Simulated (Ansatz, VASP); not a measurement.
## One calculation of AlN, two programs

```
Al N
1.0
    -3.11356    0.00000    0.00000
    -1.55678   -2.69642    0.00000
    -0.64866   -1.12351   10.66670
Al N
4 4
Direct
  0.33333 0.98119 0.84515
  0.33333 0.17585 0.37796
  0.66667 0.60651 0.14437
  0.66667 0.41185 0.61155
  0.33333 0.29615 0.08923
  0.33333 0.10149 0.55642
  0.66667 0.53216 0.32282
  0.66667 0.33750 0.79001
```

Alike in both runs: task single point; functional PBEsol; k mesh 8 × 8 × 3; occupations gaussian, width 0.05 eV; no spin polarisation.

|  | VASP | Ansatz |
| --- | --- | --- |
| version | VASP 6.6.1 | Ansatz 0.2.0 |
| potentials or method | VASP PAW PBE potentials, release 64 (Al, N), cutoff 520 eV | scalar-relativistic, plane waves, PAW |
| valence electrons in the cell | 32 | 32 |

Ansatz gave:

| Property | Result |
| --- | --- |
| gap on the k mesh at the Fermi level (eV) | 1.65 |
| least direct gap on the mesh (eV) | 1.65 |
| pressure (GPa) | -4.4 |
| traceless stress, the component that is largest in VASP (GPa) | -2.82 |
| rms of the force components (eV/Å) | 0.556 |

Which values does VASP return?

gap on the k mesh at the Fermi level (eV): 1.67; least direct gap on the mesh (eV): 1.67; pressure (GPa): -4.4; traceless stress, the component that is largest in VASP (GPa): -2.92; rms of the force components (eV/Å): 0.554.

VASP's potentials were made for PBE, not for PBEsol, and Ansatz warns of the same on its side. Atom by atom the forces differ by 0.004 eV/Å (rms over components). With one functional, cell and mesh, what is left measures potentials, basis and numerics.
